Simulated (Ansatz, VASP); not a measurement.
# InPd: VASP beside Ansatz

```xyz
2
Lattice="3.2466 0.0000 0.0000 0.0000 3.2466 0.0000 0.0000 0.0000 3.2466" Properties=species:S:1:pos:R:3 pbc="T T T"
In    0.0000    0.0000    0.0000
Pd    1.6233    1.6233    1.6233
```

Alike in both runs: task single point; functional PBEsol; k mesh 14 × 14 × 14; occupations gaussian, width 0.15 eV; no spin polarisation.

|  | VASP | Ansatz |
| --- | --- | --- |
| version | VASP 6.6.1 | Ansatz 0.2.0 |
| potentials or method | VASP PAW PBE potentials, release 64 (In_d, Pd), cutoff 520 eV | scalar-relativistic, plane waves, PAW |
| valence electrons in the cell | 23 | 31 |

```tsv
	VASP	Ansatz	Ansatz less VASP
gap on the k mesh at the Fermi level (eV)	none	none	-
pressure (GPa)	0.2	0.1	-0.11
```

VASP's potentials were made for PBE, not for PBEsol. A gap of «none» marks a metal or a gap that the smearing closes. The functional is the same, so the differences come from potentials, cutoffs and numerics. VASP's potentials hold 23 valence electrons a cell and Ansatz's 31, so a difference there can come from the potentials and not from the codes.
